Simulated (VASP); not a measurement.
Write the native input for VASP 6.6.1 that does the following.

```yaml
Task: relaxation of cell and atoms
Functional: PBE
Potentials_or_basis: VASP PAW PBE potentials, release 64 (P, C)
Cutoff: 600 eV
k_mesh: 16 × 16 × 16
Occupations: gaussian, width 0.1 eV
Spin: no spin polarisation
Dipole_correction: no
Further_INCAR_settings: ALGO = Normal; EDIFF = 1e-06; IBRION = 2; EDIFFG = -0.01; NSW = 100; ISIF = 3
```

The structure of PC4 lies in POSCAR:

```
PC4
1.0
   -3.2071741358      3.2071741358      1.2273636447
    3.2071741358     -3.2071741358      1.2273636447
    3.2071741358      3.2071741358     -1.2273636447
P C
1 4
Direct
    0.0000000000      0.0000000000      0.0000000000
    0.7856447328      0.2143552672      0.0000000000
    0.2143552672      0.7856447328      0.0000000000
    0.2143552672      0.2143552672      0.4287105343
    0.7856447328      0.7856447328      0.5712894657
```

The cell was generated, and may not be a known phase.

The input as run:

INCAR

```
PREC = Accurate ; ENCUT = 600
EDIFF = 1E-6 ; ISMEAR = 0
SIGMA = 0.1 ; LREAL = F
LASPH = T ; NELM = 60
ALGO = Normal ; ISIF = 3
LWAVE = F ; LCHARG = F
GGA = PE ; IBRION = 2
NSW = 100 ; EDIFFG = -0.01
```

KPOINTS

```
Automatic mesh
0
Gamma
  16 16 16
```

Potentials or basis: VASP PAW PBE potentials, release 64 (P, C).

Run with:

```console
$ cat potpaw_PBE.64/P/POTCAR potpaw_PBE.64/C/POTCAR > POTCAR
$ mpirun -np 1 vasp_std > vasp.out
```

It gave:

| Item | Value |
| --- | --- |
| Relaxed volume | 10.04 Å³/atom |
| Relaxed cell | a = 4.682 Å, b = 4.682 Å, c = 4.682 Å, α = 93.95°, β = 93.95°, γ = 149.55° |
| Space group after relaxing (to 0.1 Å) | I4/mmm (No. 139) |
| Energy gained by relaxing | 0.4 meV/atom |
| Ionic steps | 7 |
| Pressure after relaxing | 0.0 GPa |
| Band gap on the k mesh | zero (an odd number of electrons rules out a gap without spin polarisation) |

Caveat: an odd number of electrons without spin polarisation forces a metal; a magnetic or distorted state may lie lower.

Run time: 19 min on 1 thread of Intel(R) Xeon(R) Platinum 8488C (Sapphire Rapids) (shared host), peak memory 0.43 GiB.
